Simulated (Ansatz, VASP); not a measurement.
**RbCaH3: VASP beside Ansatz**

File INCAR:

```
SYSTEM = RbCaH3
PREC = Accurate
ENCUT = 520
EDIFF = 1E-6
ISMEAR = 0
SIGMA = 0.05
LREAL = .False.
LASPH = .True.
NELM = 100
ALGO = Normal
ISIF = 2
LWAVE = .False.
LCHARG = .False.
GGA = CA
NBANDS = 19
```

KPOINTS

```
regular mesh
0
Gamma
  6 6 6
  0 0 0
```

The input POSCAR:

```
RbCaH3
1.0
    4.5496396870     -0.1086944635     -0.1086944635
   -0.1086944635      4.5496396870     -0.1086944635
   -0.1086944635     -0.1086944635      4.5496396870
Rb Ca H
1 1 3
Direct
    0.0000000000      0.0000000000      0.0000000000
    0.5000000000      0.5000000000      0.5000000000
    0.0000000000      0.5000000000      0.5000000000
    0.5000000000      0.0000000000      0.5000000000
    0.5000000000      0.5000000000      0.0000000000
```

Input for Ansatz:

```yaml
crystal:
  lattice:
    - [4.549639687, -0.1086944635, -0.1086944635]
    - [-0.1086944635, 4.549639687, -0.1086944635]
    - [-0.1086944635, -0.1086944635, 4.549639687]
  atoms:
    - { symbol: Rb, position: [0.0, 0.0, 0.0] }
    - { symbol: Ca, position: [0.5, 0.5, 0.5] }
    - { symbol: H, position: [0.0, 0.5, 0.5] }
    - { symbol: H, position: [0.5, 0.0, 0.5] }
    - { symbol: H, position: [0.5, 0.5, 0.0] }
basis:
  ecutwfc: 420
kpoints:
  mp_grid: { grid: [6, 6, 6] }
hamiltonian:
  xc: lda
scf:
  occupations: { method: gaussian, width: 0.05 }
output:
  forces: true
  stress: true
  eigenvalues: true
```

Alike in both runs: task single point; functional LDA; k mesh 6 × 6 × 6; occupations gaussian, width 0.05 eV; no spin polarisation.

```csv
,VASP,Ansatz
version,VASP 6.6.1,Ansatz 0.2.0
potentials or method,"VASP PAW LDA potentials, release 64 (Rb_sv, Ca_sv, H), cutoff 520 eV","scalar-relativistic, plane waves, PAW"
valence electrons in the cell,22,22
```

```tsv
	VASP	Ansatz	Ansatz less VASP
gap on the k mesh at the Fermi level (eV)	2.80	2.81	+0.009
least direct gap on the mesh (eV)	2.80	2.81	+0.009
pressure (GPa)	-2.4	-2.4	-0.01
traceless stress, the component that is largest in VASP (GPa)	0.84	0.84	+0.001
```

LDA's correlation is that of Perdew and Zunger in VASP and of Perdew and Wang (1992) in Ansatz.
